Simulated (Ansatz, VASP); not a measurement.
# ZnSe in VASP and in Ansatz

```
CELL_PARAMETERS angstrom
0.00000 2.78366 2.78366
2.78366 0.00000 2.78366
2.78366 2.78366 0.00000
ATOMIC_POSITIONS crystal
Zn 0.00000 0.00000 0.00000
Se 0.25000 0.25000 0.25000
```

Alike in both runs: functional LDA; k mesh 8 × 8 × 8; occupations gaussian, width 0.02 eV; no spin polarisation.

Ansatz relaxed the structure, and its values are those at the end. VASP's run is a single point on that final structure, the one shown.

|  | VASP | Ansatz |
| --- | --- | --- |
| version | VASP 6.6.1 | Ansatz 0.2.0 |
| potentials or method | VASP PAW LDA potentials, release 64 (Zn, Se), cutoff 500 eV | scalar-relativistic, plane waves, PAW |
| valence electrons in the cell | 18 | 28 |

Ansatz gave:

```
gap on the k mesh at the Fermi level (eV) : 1.25
least direct gap on the mesh (eV)         : 1.25
pressure (GPa)                            : 0.0
```

**Question.** Estimate VASP's values.

**Answer.** gap on the k mesh at the Fermi level (eV): 1.29; least direct gap on the mesh (eV): 1.29; pressure (GPa): 0.4.

Ansatz warns that its potentials were made for another functional, while VASP's fit it. LDA's correlation is that of Perdew and Zunger in VASP and of Perdew and Wang (1992) in Ansatz. VASP's potentials hold 18 valence electrons a cell and Ansatz's 28, so a difference there can come from the potentials and not from the codes.
